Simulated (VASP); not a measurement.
## PbS (sol): relaxation of cell and atoms with PBEsol

The system is PbS (sol).

```
Pb S
1.0
     0.00000    2.98809    2.98809
     2.98809    0.00000    2.98809
     2.98809    2.98809    0.00000
Pb S
1 1
Direct
  0.50000 0.50000 0.50000
  0.00000 0.00000 0.00000
```

- Program: VASP 6.6.1
- Task: relaxation of cell and atoms
- Functional: PBEsol
- Potentials or basis: VASP PAW PBE potentials, release 64 (Pb_d, S)
- Cutoff: 500 eV
- k mesh: 10 × 10 × 10
- Occupations: gaussian, width 0.02 eV
- Spin: no spin polarisation
- Dipole correction: no
- Further INCAR settings: ALGO = Normal; EDIFF = 1e-07; IBRION = 2; EDIFFG = -0.002; NSW = 100; ISIF = 3

* Relaxed volume: 25.69 Å³/atom
* Relaxed cell: a = 4.173 Å, b = 4.173 Å, c = 4.173 Å, α = 60.00°, β = 60.00°, γ = 60.00°
* Space group after relaxing (to 0.05 Å): Fm-3m (No. 225)
* Energy gained by relaxing: 6.6 meV/atom
* Ionic steps: 3
* Pressure after relaxing: 0.0 GPa
* Band gap on the k mesh: 0.20 eV, direct

Step by step:
```csv
step,energy change (eV),largest force (eV/Å),pressure (GPa),volume (Å³)
1,0.0000,0.0000,-2.09,53.36
2,-0.0116,0.0000,0.82,50.72
3,-0.0133,0.0000,0.00,51.39
```

Final structure:
```cif
data_structure
_symmetry_space_group_name_H-M 'P 1'
_symmetry_Int_Tables_number 1
_cell_length_a 4.1731
_cell_length_b 4.1731
_cell_length_c 4.1731
_cell_angle_alpha 60.000
_cell_angle_beta 60.000
_cell_angle_gamma 60.000
_cell_volume 51.39
loop_
_atom_site_label
_atom_site_type_symbol
_atom_site_fract_x
_atom_site_fract_y
_atom_site_fract_z
_atom_site_occupancy
Pb1 Pb 0.50000 0.50000 0.50000 1
S1 S 0.00000 0.00000 0.00000 1
```

Levels at points of the mesh, in eV from the valence-band top:
```tsv
k point	band 6	band 7	band 8	band 9	band 10	band 11	band 12	band 13	band 14
(0.00, 0.00, 0.00)	-13.76	-6.05	-2.26	-2.26	-2.26	5.19	5.19	5.19	6.59
(0.50, 0.00, 0.00)	-12.45	-9.01	-1.85	-1.85	0.00	0.20	1.84	1.84	8.49
(0.50, 0.50, 0.00)	-11.98	-7.28	-5.41	-3.58	-3.58	3.64	5.56	5.68	5.68
```

Run time: 80 s on 1 thread of AMD EPYC 9R45 (Zen 5), on a shared host, peak memory 0.17 GiB.

Caveat: the PAW data sets were made with another functional, which shifts forces and pressure a little; spin-orbit coupling is left out, which moves the levels of the heavy elements. A k mesh can miss the band edges.
